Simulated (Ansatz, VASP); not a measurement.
H6C2O in VASP and in Ansatz

```
C O H
1.0
     7.04192    0.00000    0.00000
     0.00000    7.04192    0.00000
     0.00000    0.00000    7.04192
C O H
8 4 24
Direct
  0.59853 0.02153 0.89006
  0.60140 0.14723 0.06634
  0.72279 0.49679 0.50371
  0.54937 0.62338 0.50639
  0.12933 0.19694 0.64114
  0.11462 0.08106 0.45984
  0.02528 0.52763 0.01009
  0.13822 0.70666 0.97414
  0.42681 0.25088 0.07630
  0.42504 0.56749 0.35341
  0.08383 0.88366 0.50477
  0.08710 0.84332 0.11892
  0.43701 0.34784 0.17628
  0.62037 0.05848 0.19500
  0.72401 0.24537 0.05876
  0.72770 0.93443 0.88308
  0.47515 0.92597 0.89150
  0.59099 0.10806 0.75999
  0.31949 0.65742 0.35181
  0.47384 0.61093 0.64282
  0.59154 0.77321 0.48808
  0.82267 0.54037 0.61505
  0.68383 0.34760 0.52828
  0.79559 0.50700 0.36631
  0.05740 0.82610 0.37954
  0.99495 0.13418 0.37320
  0.24554 0.09847 0.37458
  0.15090 0.34747 0.60491
  0.99765 0.18315 0.72437
  0.24959 0.15182 0.72994
  0.15579 0.96107 0.09440
  0.29165 0.67526 0.98346
  0.10830 0.76696 0.83235
  0.06970 0.41632 0.91094
  0.05143 0.47380 0.15428
  0.87189 0.55297 0.99338
```

Alike in both runs: functional PBE; dispersion D3(BJ); k mesh 1 × 1 × 1; occupations fermi-dirac, width 0.02 eV; no spin polarisation.

Ansatz relaxed the structure, and its values are those at the end. VASP's run is a single point on that final structure, the one shown.

|  | VASP | Ansatz |
| --- | --- | --- |
| version | VASP 6.6.1 | Ansatz 0.2.0 |
| potentials or method | VASP PAW PBE potentials, release 64 (C, O, H), cutoff 520 eV | scalar-relativistic, plane waves, PAW |
| valence electrons in the cell | 80 | 80 |

|  | VASP | Ansatz | Ansatz less VASP |
| --- | --- | --- | --- |
| rms of the force components (eV/Å) | 0.049 | 0.061 | +0.0111 |
